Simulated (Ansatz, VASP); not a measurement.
**AlGa3Sb4: VASP beside Ansatz**

INCAR

```
PREC     = Accurate       # precision mode
ENCUT    = 520            # plane-wave cutoff, eV
EDIFF    = 1E-6           # SCF threshold, eV
ISMEAR   = 0              # smearing method
SIGMA    = 0.01           # smearing width, eV
LREAL    = Auto         
LASPH    = T              # aspherical terms in the spheres
NELM     = 100            # most SCF steps
ALGO     = Normal         # electronic algorithm
ISIF     = 2              # what is computed and relaxed
LWAVE    = F              # write WAVECAR
LCHARG   = T              # write CHGCAR
GGA      = PS             # functional
LELF     = T              # ELF
LVHAR    = T            
NBANDS   = 76             # bands
```

The input KPOINTS:

```
Automatic mesh
0
Gamma
  2 2 2
```

File POSCAR:

```
AlGa3Sb4
1.0
   -6.1241244041      6.1241244041      0.0000000000
   -6.1244764826     -0.0003520785      6.1242544919
    0.0003520785      6.1244764826      6.1242544919
Al Ga Sb
2 6 8
Direct
    0.0002134400     -0.0002134400     -0.0002134400
    0.5002134400     -0.0002134400     -0.0002134400
    0.0000051575      0.5001477493     -0.0001580642
    0.0000051575     -0.0001580642      0.5001477493
    0.5000051575      0.5001477493     -0.0001580642
    0.5000051575     -0.0001580642      0.5001477493
   -0.0001757878      0.5001757878      0.5001757878
    0.4998242122      0.5001757878      0.5001757878
    0.8746288809      0.8746842446      0.3760579936
    0.3746288809      0.8746842446      0.3760579936
    0.8749521358      0.3750478642      0.3750478642
    0.8757421352      0.8742578648      0.8742578648
    0.3749521358      0.3750478642      0.3750478642
    0.3757421352      0.8742578648      0.8742578648
    0.8746288809      0.3760579936      0.8746842446
    0.3746288809      0.3760579936      0.8746842446
```

Input for Ansatz:

```yaml
crystal:
  lattice:
    - [-6.1241244041, 6.1241244041, 0.0]
    - [-6.1244764826, -0.0003520785, 6.1242544919]
    - [0.0003520785, 6.1244764826, 6.1242544919]
  atoms:
    - { symbol: Al, position: [0.00021344, -0.00021344, -0.00021344] }
    - { symbol: Al, position: [0.50021344, -0.00021344, -0.00021344] }
    - { symbol: Ga, position: [5.1575e-06, 0.5001477493, -0.0001580642] }
    - { symbol: Ga, position: [5.1575e-06, -0.0001580642, 0.5001477493] }
    - { symbol: Ga, position: [0.5000051575, 0.5001477493, -0.0001580642] }
    - { symbol: Ga, position: [0.5000051575, -0.0001580642, 0.5001477493] }
    - { symbol: Ga, position: [-0.0001757878, 0.5001757878, 0.5001757878] }
    - { symbol: Ga, position: [0.4998242122, 0.5001757878, 0.5001757878] }
    - { symbol: Sb, position: [0.8746288809, 0.8746842446, 0.3760579936] }
    - { symbol: Sb, position: [0.3746288809, 0.8746842446, 0.3760579936] }
    - { symbol: Sb, position: [0.8749521358, 0.3750478642, 0.3750478642] }
    - { symbol: Sb, position: [0.8757421352, 0.8742578648, 0.8742578648] }
    - { symbol: Sb, position: [0.3749521358, 0.3750478642, 0.3750478642] }
    - { symbol: Sb, position: [0.3757421352, 0.8742578648, 0.8742578648] }
    - { symbol: Sb, position: [0.8746288809, 0.3760579936, 0.8746842446] }
    - { symbol: Sb, position: [0.3746288809, 0.3760579936, 0.8746842446] }
basis:
  ecutwfc: 420
kpoints:
  mp_grid: { grid: [2, 2, 2] }
  band_path: { path: [[0.0, 0.0, 0.0], [0.05, 0.0, 0.0]], npoints: 1 }
hamiltonian:
  xc: pbesol
scf:
  occupations: { method: gaussian, width: 0.01 }
  n_extra_bands: 11
output:
  forces: true
  stress: true
  eigenvalues: true
```

Alike in both runs: task single point; functional PBEsol; k mesh 2 × 2 × 2; occupations gaussian, width 0.01 eV; no spin polarisation.

```csv
,VASP,Ansatz
version,VASP 6.6.1,Ansatz 0.2.0
potentials or method,"VASP PAW PBE potentials, release 64 (Al, Ga_d, Sb), cutoff 520 eV","scalar-relativistic, plane waves, PAW"
valence electrons in the cell,124,204
```

Ansatz gave:

```
gap on the k mesh at the Fermi level (eV) : 0.15
least direct gap on the mesh (eV)         : 0.15
pressure (GPa)                            : 0.2
rms of the force components (eV/Å)        : 0.011
```

**Question.** What did VASP give for the same quantities?

**Answer.** gap on the k mesh at the Fermi level (eV): 0.16; least direct gap on the mesh (eV): 0.16; pressure (GPa): 0.3; rms of the force components (eV/Å): 0.004.

VASP's potentials were made for PBE, not for PBEsol. Atom by atom the forces differ by 0.008 eV/Å (rms over components). VASP's potentials hold 124 valence electrons a cell and Ansatz's 204, so a difference there can come from the potentials and not from the codes.

The k mesh is coarse, so the values compare programs but aren't converged. Spin-orbit coupling is off throughout.
